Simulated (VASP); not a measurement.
A run of VASP 6.6.1:

POSCAR

```
Ag
1.0
    2.8893756962      0.0000000000      0.0000000000
   -1.4446878481      2.5022727540      0.0000000000
    0.0000000000      0.0000000000      4.7183505119
Ag
2
Direct
    0.3333333333      0.6666666667      0.2500000000
    0.6666666667      0.3333333333      0.7500000000
```

File INCAR.step1:

```
SYSTEM = Ag
  ALGO = Normal
  EDIFF = 1E-4
  ENCUT = 600
  GGA = PE
  ISMEAR = -1
  LASPH = .TRUE.
  LCHARG = .FALSE.
  LREAL = .FALSE.
  LWAVE = .TRUE.
  NELM = 80
  PREC = Accurate
  SIGMA = 0.1
```

File INCAR.step2:

```
SYSTEM = Ag
  ALGO = Normal
  EDIFF = 1E-7
  EDIFFG = -0.01
  ENCUT = 600
  IBRION = 2
  ISIF = 3
  ISMEAR = -1
  ISTART = 1
  LASPH = .TRUE.
  LCHARG = .FALSE.
  LMIXTAU = .TRUE.
  LREAL = .FALSE.
  LWAVE = .FALSE.
  METAGGA = R2SCAN
  NELM = 80
  NSW = 80
  PREC = Accurate
  SIGMA = 0.1
```

KPOINTS

```
k-points
0
G
  12 12 7
  0 0 0
```

Potentials or basis: VASP PAW PBE potentials, release 64 (Ag).

Command:

```sh
$ cat potpaw_PBE.64/Ag/POTCAR > POTCAR
$ cp INCAR.step1 INCAR
$ mpirun -np 1 vasp_std > vasp.out
$ cp INCAR.step2 INCAR
$ mpirun -np 1 vasp_std > vasp.out
```

Hardware: 1 thread of Intel Xeon 8259CL, on a shared host.

Problem. Estimate the wall time of this run.

Solution. Wall time 12 min on 1 thread of Intel Xeon 8259CL, with other jobs on the host, peak memory 0.2 GiB. Counts: k points 76, ion steps 6.
